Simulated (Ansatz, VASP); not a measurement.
# ZnS in VASP and in Ansatz

```
Zn S
1.0
     3.88009    0.00000    0.00000
    -1.94004    3.36025    0.00000
     0.00000    0.00000    6.36646
Zn S
2 2
Direct
  0.33333 0.66667 0.00034
  0.66667 0.33333 0.50034
  0.33333 0.66667 0.37466
  0.66667 0.33333 0.87466
```

Alike in both runs: task single point; functional r2SCAN; k mesh 6 × 6 × 4; no spin polarisation.

|  | VASP | Ansatz |
| --- | --- | --- |
| version | VASP 6.6.1 | Ansatz 0.2.0 |
| potentials or method | VASP PAW PBE potentials, release 64 (Zn, S) | plane waves, PAW |
| plane-wave cutoff (eV) | 520 | 500 |
| occupations | gaussian, width 0.01 eV | fixed |
| valence electrons in the cell | 36 | 36 |

|  | VASP | Ansatz | Ansatz less VASP |
| --- | --- | --- | --- |
| gap on the k mesh at the Fermi level (eV) | 2.51 | 2.51 | -0.006 |
| pressure (GPa) | -4.0 | -4.0 | 0.00 |
| traceless stress, the component that is largest in VASP (GPa) | -0.07 | -0.08 | -0.009 |
| rms of the force components (eV/Å) | 0.011 | 0.005 | -0.0055 |

VASP's potentials were made for PBE, not for r2SCAN. Atom by atom the forces differ by 0.006 eV/Å (rms over components).
